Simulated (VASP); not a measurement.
# ZnO (P6_3mc) in VASP: a series of runs

Aim: see how the results for ZnO move with the level of theory and the settings. Levels: PBE, revPBE. Tasks: single point.

Program: VASP 6.6.1. These are calculated values, not measurements. Logs are shortened: lines on timing, memory, paths and dates and some standing lists are left out, and cuts for length are marked.

### Step 1. The cell of the first run

The structure is hexagonal, space group P6_3mc (No. 186). Conventional cell: a = 3.279 Å, b = 3.279 Å, c = 5.293 Å, α = 90.00°, β = 90.00°, γ = 120.00°. Within 2.6 Å of Zn (site symmetry 3m) lie 4 O at 2.00 to 2.01 Å. Within 2.6 Å of O (site symmetry 3m) lie 4 Zn at 2.00 to 2.01 Å.

### Step 2. Single point, PBE

Input file INCAR:

```
ALGO     = Normal         # electronic algorithm
EDIFF    = 1E-6           # SCF threshold, eV
ENCUT    = 520            # plane-wave cutoff, eV
GGA      = PE             # functional
ISIF     = 2              # what is computed and relaxed
ISMEAR   = 0              # smearing method
LASPH    = True           # aspherical terms in the spheres
LCHARG   = True           # write CHGCAR
LELF     = True           # ELF
LREAL    = False          # projectors in reciprocal space
LVHAR    = True         
LWAVE    = False          # write WAVECAR
NBANDS   = 66             # bands
NELM     = 80             # most SCF steps
PREC     = Accurate       # precision mode
SIGMA    = 0.01           # smearing width, eV
```

Input file KPOINTS:

```
k-points
0
Gamma
  3 3 3
```

Input file POSCAR:

```
ZnO
1.0
    0.0000000000      0.0000000000      5.2932332175
    4.9190861938      2.8400357381      0.0000000000
   -4.9190861938      2.8400357382      0.0000000000
Zn O
6 6
Direct
    0.5006044103      0.3333333333      1.0000000000
    0.5006044103      0.6666666667      0.6666666667
    0.5006044103      0.0000000000      0.3333333333
    0.0006044103      0.3333333333      0.3333333333
    0.0006044103      0.6666666667      1.0000000000
    0.0006044103      0.0000000000      0.6666666667
    0.8797055897      0.3333333333      1.0000000000
    0.8797055897      0.6666666667      0.6666666667
    0.8797055897      0.0000000000      0.3333333333
    0.3797055897      0.3333333333      0.3333333333
    0.3797055897      0.6666666667      1.0000000000
    0.3797055897      0.0000000000      0.6666666667
```

Potentials or basis: VASP PAW PBE potentials, release 64 (Zn, O).

Command:

```sh
$ cat potpaw_PBE.64/Zn/POTCAR potpaw_PBE.64/O/POTCAR > POTCAR
$ mpirun -np 1 vasp_std > vasp.out
```

OUTCAR:

```text
EDIFF = 1E-6
   ENCUT = 520
   GGA = PE
   ISIF = 2
   ISMEAR = 0
   LASPH = True
   LREAL = False
   NELM = 80
   PREC = Accurate

 ion  position               nearest neighbor table
   1  0.501  0.333  0.000-  12 2.00  10 2.00  11 2.00   7 2.01
   2  0.501  0.667  0.667-  12 2.00  11 2.00  10 2.00   8 2.01
   3  0.501  0.000  0.333-  10 2.00  11 2.00  12 2.00   9 2.01
   4  0.001  0.333  0.333-   9 2.00   7 2.00   8 2.00  10 2.01
   5  0.001  0.667  0.000-   9 2.00   8 2.00   7 2.00  11 2.01
   6  0.001  0.000  0.667-   8 2.00   7 2.00   9 2.00  12 2.01
   7  0.880  0.333  0.000-   6 2.00   4 2.00   5 2.00   1 2.01
   8  0.880  0.667  0.667-   6 2.00   5 2.00   4 2.00   2 2.01
   9  0.880  0.000  0.333-   4 2.00   5 2.00   6 2.00   3 2.01
  10  0.380  0.333  0.333-   3 2.00   1 2.00   2 2.00   4 2.01
  11  0.380  0.667  0.000-   3 2.00   2 2.00   1 2.00   5 2.01
  12  0.380  0.000  0.667-   2 2.00   1 2.00   3 2.00   6 2.01
[... 7 lines left out ...]
 A1 = (   4.9190861938,   2.8400357381,   0.0000000000)
 A2 = (  -4.9190861938,   2.8400357382,   0.0000000000)
 A3 = (   0.0000000000,   0.0000000000,   5.2932332175)

Analysis of symmetry for initial positions (statically):
=====================================================================
 Subroutine PRICEL returns following result:

  LATTYP: Found a hexagonal cell.
 ALAT       =     3.2793907955
 C/A-ratio  =     1.6140904051

  Lattice vectors:

 A1 = (  -1.6396953983,  -2.8400357376,   0.0000000000)
 A2 = (   3.2793907960,  -0.0000000003,   0.0000000000)
 A3 = (   0.0000000000,   0.0000000000,   5.2932332175)

   3 primitive cells build up your supercell.

 Routine SETGRP: Setting up the symmetry group for a
 hexagonal supercell.

 Subroutine GETGRP returns: Found 12 space group operations
 (whereof  6 operations were pure point group operations)
 out of a pool of 24 trial point group operations.

The static configuration has the point symmetry C_3v.
 The point group associated with its full space group is C_6v.

Analysis of symmetry for dynamics (positions and initial velocities):
=====================================================================
 Subroutine PRICEL returns following result:

  LATTYP: Found a hexagonal cell.
 ALAT       =     3.2793907955
 C/A-ratio  =     1.6140904051

  Lattice vectors:

[... 107 lines left out ...]
   POTIM  = 0.5000    time-step for ionic-motion
   TEBEG  =    0.0;   TEEND  =   0.0 temperature during run
   PSTRESS=    0.0 pullay stress
   NELECT =     108.0000    total number of electrons
   NUPDOWN=      -1.0000    fix difference up-down
   EMIN   =  10.00;   EMAX   =-10.00  energy-range for DOS
   EFERMI =   0.00;   METHOD = LEGACY
   ISMEAR =     0;   SIGMA  =   0.01  broadening in eV -4-tet -1-fermi 0-gaus
   EFERMI_NEDOS =   21; number of points for ismear=-14 and -15
   IALGO  =     38    algorithm
   IMIX   =      4    mixing-type and parameters
     AMIX     =   0.40;   BMIX     =  1.00
     AMIX_MAG =   1.60;   BMIX_MAG =  1.00
  volume/ion in A,a.u.               =      12.32        83.17
  Fermi-wavevector in a.u.,A,eV,Ry     =   1.474222  2.785876 29.569971  2.173332
  Thomas-Fermi vector in A             =   2.589020
   LORBIT       =      0    0 simple, 1 ext, 2 COOP (PROOUT), +10 PAW based schemes
   GGA     = PE    functional components
   LHFCALC =     F    Hartree Fock is set to
   AEXX    =    0.0000 exact exchange contribution
   IVDW    =     0    specifies the selected vdW correction
   LEPSILON=     F    determine dielectric tensor
   LRPA    =     F    only Hartree local field effects (RPA)
 non-spin polarized calculation
 Gauss-broadening in eV      SIGMA  =   0.01
  energy-cutoff  :      520.00
  volume of cell :      147.90
 maximum number of plane-waves:      4015
 NGX is ok and might be reduce to    40
   NGX = 19   NGY = 21   NGZ = 21

 number of electron     108.0000137 magnetization

 Free energy of the ion-electron system (eV)
  ---------------------------------------------------
  ext. energy  EPLUGINS =         0.00000000
  ---------------------------------------------------
  free energy    TOTEN  =       -53.56746305 eV

  energy without entropy =      -53.56746305  energy(sigma->0) =      -53.56746305

 E-fermi :   0.9507     XC(G=0): -10.7244

 val. band max:        0.9007263076   @ k =   0.0000   0.0000   0.0000
 cond. band min:       1.6260504977   @ k =   0.0000   0.0000   0.0000
 fundamental gap:      0.7253241902
 Fermi energy:         0.9506821411

 k-point     1 :       0.0000    0.0000    0.0000
  band No.  band energies     occupation
      1     -16.9181      2.00000
      2     -16.2502      2.00000
      3     -16.1291      2.00000
      4     -16.1291      2.00000
      5     -16.1291      2.00000
      6     -16.1291      2.00000
[... 403 lines left out ...]
     65       9.7276      0.00000
     66       9.7276      0.00000

------------------------ aborting loop because EDIFF is reached ----------------------------------------

  FORCE on cell =-STRESS in cart. coord.  units (eV):
  Direction    XX          YY          ZZ          XY          YZ          ZX
  --------------------------------------------------------------------------------------
  -------------------------------------------------------------------------------------
  Total        0.8345109      0.8345109      0.7841508     -0.0000000      0.0000000     -0.0000000
  in kB        9.0403105      9.0403105      8.4947564     -0.0000000      0.0000000     -0.0000000
  external PRESSURE =       8.8584591 kB  Pullay stress =       0.0000000 kB

 VOLUME and BASIS-vectors are now :
 -----------------------------------------------------------------------------
  energy-cutoff  :      520.00
  volume of cell :      147.90
      direct lattice vectors                 reciprocal lattice vectors
     0.000000000  0.000000000  5.293233218     0.000000000  0.000000000  0.188920450
     4.919086194  2.840035738  0.000000000     0.101644895  0.176054123  0.000000000
    -4.919086194  2.840035738  0.000000000    -0.101644895  0.176054123  0.000000000

 POSITION                                       TOTAL-FORCE (eV/Angst)
 -----------------------------------------------------------------------------------
      1.63970      0.94668      2.64982        -0.000000      0.000000      0.000315
      0.00000      3.78671      2.64982        -0.000000     -0.000000      0.000315
     -1.63970      0.94668      2.64982        -0.000000      0.000000      0.000315
      0.00000      1.89336      0.00320        -0.000000      0.000000      0.000315
      3.27939      1.89336      0.00320         0.000000     -0.000000      0.000315
     -3.27939      1.89336      0.00320        -0.000000     -0.000000      0.000315
      1.63970      0.94668      4.65649         0.000000      0.000000     -0.000315
      0.00000      3.78671      4.65649        -0.000000      0.000000     -0.000315
     -1.63970      0.94668      4.65649         0.000000      0.000000     -0.000315
      0.00000      1.89336      2.00987         0.000000     -0.000000     -0.000315
      3.27939      1.89336      2.00987         0.000000     -0.000000     -0.000315
     -3.27939      1.89336      2.00987         0.000000     -0.000000     -0.000315
 -----------------------------------------------------------------------------------
    total drift:                               -0.000058      0.000032     -0.002042

  FREE ENERGIE OF THE ION-ELECTRON SYSTEM (eV)
  ---------------------------------------------------
  free  energy   TOTEN  =       -53.5674630522 eV

  energy  without entropy=      -53.5674630522  energy(sigma->0) =      -53.56746305
```

OSZICAR:

```text
N       E                     dE             d eps       ncg     rms          rms(c)
DAV:   1     0.125044052930E+04    0.12504E+04   -0.50720E+04   792   0.236E+03
DAV:   2     0.172961812526E+03   -0.10775E+04   -0.10214E+04   792   0.582E+02
DAV:   3    -0.471692135201E+02   -0.22013E+03   -0.21478E+03   842   0.228E+02
DAV:   4    -0.630888006927E+02   -0.15920E+02   -0.15766E+02   880   0.649E+01
DAV:   5    -0.633114345306E+02   -0.22263E+00   -0.22216E+00   876   0.792E+00    0.243E+01
DAV:   6    -0.530166790845E+02    0.10295E+02   -0.33010E+01  1302   0.733E+01    0.145E+01
DAV:   7    -0.536962402825E+02   -0.67956E+00   -0.94726E+00   826   0.201E+01    0.893E+00
DAV:   8    -0.538030476387E+02   -0.10681E+00   -0.29016E+00  1124   0.105E+01    0.348E+00
DAV:   9    -0.535525687524E+02    0.25048E+00   -0.69321E-01  1262   0.938E+00    0.726E-01
DAV:  10    -0.535676789393E+02   -0.15110E-01   -0.24959E-01   854   0.218E+00    0.290E-01
DAV:  11    -0.535673245798E+02    0.35436E-03   -0.57432E-03   862   0.435E-01    0.617E-02
DAV:  12    -0.535674292895E+02   -0.10471E-03   -0.54305E-04   980   0.350E-01    0.313E-02
DAV:  13    -0.535675361416E+02   -0.10685E-03   -0.22504E-04  1204   0.148E-01    0.710E-02
DAV:  14    -0.535674676947E+02    0.68447E-04   -0.12556E-04   958   0.739E-02    0.242E-02
DAV:  15    -0.535674627018E+02    0.49930E-05   -0.60648E-05   854   0.382E-02    0.336E-03
DAV:  16    -0.535674630522E+02   -0.35045E-06   -0.14758E-06   542   0.655E-03
   1 F= -.53567463E+02 E0= -.53567463E+02  d E =-.606329E-14
```

stdout:

```text
POSCAR found type information on POSCAR ZnO
 POSCAR found :  2 types and      12 ions
 scaLAPACK will be used
 LDA part: xc-table for (Slater+PW92), standard interpolation
 POSCAR, INCAR and KPOINTS ok, starting setup
 FFT: planning ... GRIDC
 FFT: planning ... GRID_SOFT
 FFT: planning ... GRID
 WAVECAR not read
 entering main loop
```

Wall time 52 s (1 thread of AMD EPYC 9R14 (Zen 4), shared host); peak memory 0.22 GiB.

What came out:

* Free energy: -53.5675 eV
* Pressure: 0.9 GPa
* Band gap on the k mesh: 0.73 eV

Caveat: the k points lie up to 0.43 Å⁻¹ apart.

### Step 3. Single point, revPBE

Input file INCAR:

```
SYSTEM = ZnO
ALGO     = Normal         ! electronic algorithm
EDIFF    = 1E-6           ! SCF threshold, eV
ENCUT    = 520            ! plane-wave cutoff, eV
GGA      = RE             ! functional
ISIF     = 2              ! what is computed and relaxed
ISMEAR   = 0              ! smearing method
LASPH    = .True.         ! aspherical terms in the spheres
LCHARG   = .True.         ! write CHGCAR
LELF     = .True.         ! ELF
LREAL    = .False.        ! projectors in reciprocal space
LVHAR    = .True.       
LWAVE    = .False.        ! write WAVECAR
NBANDS   = 66             ! bands
NELM     = 80             ! most SCF steps
PREC     = Accurate       ! precision mode
SIGMA    = 0.01           ! smearing width, eV
```

Input file KPOINTS:

```
k-points
0
Gamma
  3 3 3
  0 0 0
```

POSCAR is that of step 2.

Potentials or basis: VASP PAW PBE potentials, release 64 (Zn, O).

Command:

```sh
$ cat potpaw_PBE.64/Zn/POTCAR potpaw_PBE.64/O/POTCAR > POTCAR
$ mpirun -np 1 vasp_std > vasp.out
```

OUTCAR:

```text
SYSTEM = ZnO
   EDIFF = 1E-6
   ENCUT = 520
   GGA = RE
   ISIF = 2
   ISMEAR = 0
   LASPH = .True.
   LREAL = .False.
   NELM = 80
   PREC = Accurate

 ion  position               nearest neighbor table
   1  0.501  0.333  0.000-  12 2.00  10 2.00  11 2.00   7 2.01
   2  0.501  0.667  0.667-  12 2.00  11 2.00  10 2.00   8 2.01
   3  0.501  0.000  0.333-  10 2.00  11 2.00  12 2.00   9 2.01
   4  0.001  0.333  0.333-   9 2.00   7 2.00   8 2.00  10 2.01
   5  0.001  0.667  0.000-   9 2.00   8 2.00   7 2.00  11 2.01
   6  0.001  0.000  0.667-   8 2.00   7 2.00   9 2.00  12 2.01
   7  0.880  0.333  0.000-   6 2.00   4 2.00   5 2.00   1 2.01
   8  0.880  0.667  0.667-   6 2.00   5 2.00   4 2.00   2 2.01
   9  0.880  0.000  0.333-   4 2.00   5 2.00   6 2.00   3 2.01
  10  0.380  0.333  0.333-   3 2.00   1 2.00   2 2.00   4 2.01
  11  0.380  0.667  0.000-   3 2.00   2 2.00   1 2.00   5 2.01
  12  0.380  0.000  0.667-   2 2.00   1 2.00   3 2.00   6 2.01
[... 7 lines left out ...]
 A1 = (   4.9190861938,   2.8400357381,   0.0000000000)
 A2 = (  -4.9190861938,   2.8400357382,   0.0000000000)
 A3 = (   0.0000000000,   0.0000000000,   5.2932332175)

[... 602 lines left out ...]
     65       9.9448      0.00000
     66       9.9448      0.00000

------------------------ aborting loop because EDIFF is reached ----------------------------------------

  FORCE on cell =-STRESS in cart. coord.  units (eV):
  Direction    XX          YY          ZZ          XY          YZ          ZX
  --------------------------------------------------------------------------------------
  -------------------------------------------------------------------------------------
  Total        4.0095356      4.0095356      3.9110732     -0.0000000      0.0000000      0.0000000
  in kB       43.4355566     43.4355566     42.3689077     -0.0000000      0.0000000      0.0000000
  external PRESSURE =      43.0800070 kB  Pullay stress =       0.0000000 kB

 VOLUME and BASIS-vectors are now :
 -----------------------------------------------------------------------------
  energy-cutoff  :      520.00
  volume of cell :      147.90
      direct lattice vectors                 reciprocal lattice vectors
     0.000000000  0.000000000  5.293233218     0.000000000  0.000000000  0.188920450
     4.919086194  2.840035738  0.000000000     0.101644895  0.176054123  0.000000000
    -4.919086194  2.840035738  0.000000000    -0.101644895  0.176054123  0.000000000

 POSITION                                       TOTAL-FORCE (eV/Angst)
 -----------------------------------------------------------------------------------
      1.63970      0.94668      2.64982         0.000000     -0.000000     -0.001094
      0.00000      3.78671      2.64982        -0.000000      0.000000     -0.001094
     -1.63970      0.94668      2.64982        -0.000000     -0.000000     -0.001094
      0.00000      1.89336      0.00320         0.000000     -0.000000     -0.001094
      3.27939      1.89336      0.00320         0.000000      0.000000     -0.001094
     -3.27939      1.89336      0.00320        -0.000000     -0.000000     -0.001094
      1.63970      0.94668      4.65649        -0.000000     -0.000000      0.001094
      0.00000      3.78671      4.65649        -0.000000      0.000000      0.001094
     -1.63970      0.94668      4.65649         0.000000      0.000000      0.001094
      0.00000      1.89336      2.00987         0.000000      0.000000      0.001094
      3.27939      1.89336      2.00987         0.000000     -0.000000      0.001094
     -3.27939      1.89336      2.00987        -0.000000      0.000000      0.001094
 -----------------------------------------------------------------------------------
    total drift:                               -0.000058      0.000032     -0.002167

  FREE ENERGIE OF THE ION-ELECTRON SYSTEM (eV)
  ---------------------------------------------------
  free  energy   TOTEN  =       -49.6323323416 eV

  energy  without entropy=      -49.6323323416  energy(sigma->0) =      -49.63233234
```

OSZICAR:

```text
N       E                     dE             d eps       ncg     rms          rms(c)
DAV:   1     0.125697469637E+04    0.12570E+04   -0.50754E+04   792   0.236E+03
DAV:   2     0.176701059697E+03   -0.10803E+04   -0.10239E+04   792   0.584E+02
DAV:   3    -0.432857264218E+02   -0.21999E+03   -0.21469E+03   834   0.228E+02
DAV:   4    -0.591900446694E+02   -0.15904E+02   -0.15744E+02   896   0.649E+01
DAV:   5    -0.594075263293E+02   -0.21748E+00   -0.21704E+00   866   0.787E+00    0.246E+01
DAV:   6    -0.490028560299E+02    0.10405E+02   -0.32780E+01  1310   0.723E+01    0.146E+01
DAV:   7    -0.497214754591E+02   -0.71862E+00   -0.95473E+00   820   0.201E+01    0.892E+00
DAV:   8    -0.498503816010E+02   -0.12891E+00   -0.26733E+00  1124   0.105E+01    0.338E+00
DAV:   9    -0.496162110485E+02    0.23417E+00   -0.67476E-01  1270   0.938E+00    0.660E-01
DAV:  10    -0.496322795834E+02   -0.16069E-01   -0.24121E-01   852   0.214E+00    0.340E-01
DAV:  11    -0.496321200995E+02    0.15948E-03   -0.49999E-03   852   0.398E-01    0.126E-01
DAV:  12    -0.496322624913E+02   -0.14239E-03   -0.75490E-04  1054   0.346E-01    0.607E-02
DAV:  13    -0.496324013238E+02   -0.13883E-03   -0.23747E-04   938   0.162E-01    0.730E-02
DAV:  14    -0.496323276542E+02    0.73670E-04   -0.19892E-04  1078   0.104E-01    0.130E-02
DAV:  15    -0.496323322212E+02   -0.45670E-05   -0.92808E-05   860   0.475E-02    0.113E-02
DAV:  16    -0.496323323416E+02   -0.12042E-06   -0.15890E-06   566   0.636E-03
   1 F= -.49632332E+02 E0= -.49632332E+02  d E =-.619342E-27
```

stdout:

```text
POSCAR found type information on POSCAR ZnO
 POSCAR found :  2 types and      12 ions
 scaLAPACK will be used
 -----------------------------------------------------------------------------
|                                                                             |
|                                                                             |
|     You enforced a specific xc type in the INCAR file but a different       |
|     I HOPE YOU KNOW WHAT YOU ARE DOING!                                     |
|                                                                             |
 -----------------------------------------------------------------------------

 LDA part: xc-table for (Slater+PW92), standard interpolation
 POSCAR, INCAR and KPOINTS ok, starting setup
 FFT: planning ... GRIDC
 FFT: planning ... GRID_SOFT
 FFT: planning ... GRID
 WAVECAR not read
 entering main loop
```

Wall time 53 s (1 thread of AMD EPYC 9R14 (Zen 4), shared host); peak memory 0.23 GiB.

Results:

```
Free energy            : -49.6323 eV
Pressure               : 4.3 GPa
Band gap on the k mesh : 0.80 eV
```

Caveat: the k points lie up to 0.43 Å⁻¹ apart; the PAW data sets were made with another functional, which shifts forces and pressure a little.

(Continued in part 2 of 2.)
